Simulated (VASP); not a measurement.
Write the native input for VASP 6.6.1 that does the following.

| Item | Value |
| --- | --- |
| Task | single point |
| Functional | PBE |
| Potentials or basis | VASP PAW PBE potentials, release 64 (Hf_pv, Sc_sv, O) |
| Cutoff | 600 eV |
| k mesh | 4 × 4 × 4 |
| Occupations | gaussian, width 0.2 eV |
| Spin | no spin polarisation |
| Dipole correction | no |
| Further INCAR settings | ALGO = Normal; EDIFF = 1e-06; NBANDS = 30 |

The structure of Hf2ScO2 lies in POSCAR:

```
Hf2ScO2
1.0
    4.5407891550      0.0000000000      0.0000000000
    0.0000000000      4.5407891550      0.0000000000
    0.0000000000      0.0000000000      4.1708783405
Hf Sc O
2 1 2
Direct
    0.5000000000      0.0000000000      1.0136683744
    0.0000000000      0.5000000000      1.0136683744
    0.5000000000      0.5000000000      0.5136589212
    0.5000000000      0.0000000000      0.5136630699
    0.0000000000      0.5000000000      0.5136630699
```

The cell was generated, and may not be a known phase.

These files were run (other wordings do the same):

INCAR

```
  PREC = Accurate
  ENCUT = 600
  EDIFF = 1E-6
  ISMEAR = 0
  SIGMA = 0.2
  LREAL = F
  LASPH = T
  NELM = 120
  ALGO = Normal
  ISIF = 2
  LWAVE = F
  LCHARG = T
  GGA = PE
  LELF = T
  LVHAR = T
  NBANDS = 30
  GGA_COMPAT = F
```

KPOINTS

```
regular mesh
0
Gamma
  4 4 4
```

Potentials or basis: VASP PAW PBE potentials, release 64 (Hf_pv, Sc_sv, O).

Run with:

```sh
$ cat potpaw_PBE.64/Hf_pv/POTCAR potpaw_PBE.64/Sc_sv/POTCAR potpaw_PBE.64/O/POTCAR > POTCAR
$ mpirun -np 1 vasp_std > vasp.out
```

It gave:

The pressure is -0.7 GPa and the band gap on the k mesh is zero (an odd number of electrons rules out a gap without spin polarisation).

Caveat: the k points lie up to 0.38 Å⁻¹ apart, too coarse for converged energies and pressures of a metal; spin-orbit coupling is left out, which moves the levels of the heavy elements.

Run time: 38 s on 1 thread of AMD EPYC 9R45 96-Core Processor (Zen 5) (shared host), peak memory 0.21 GiB.
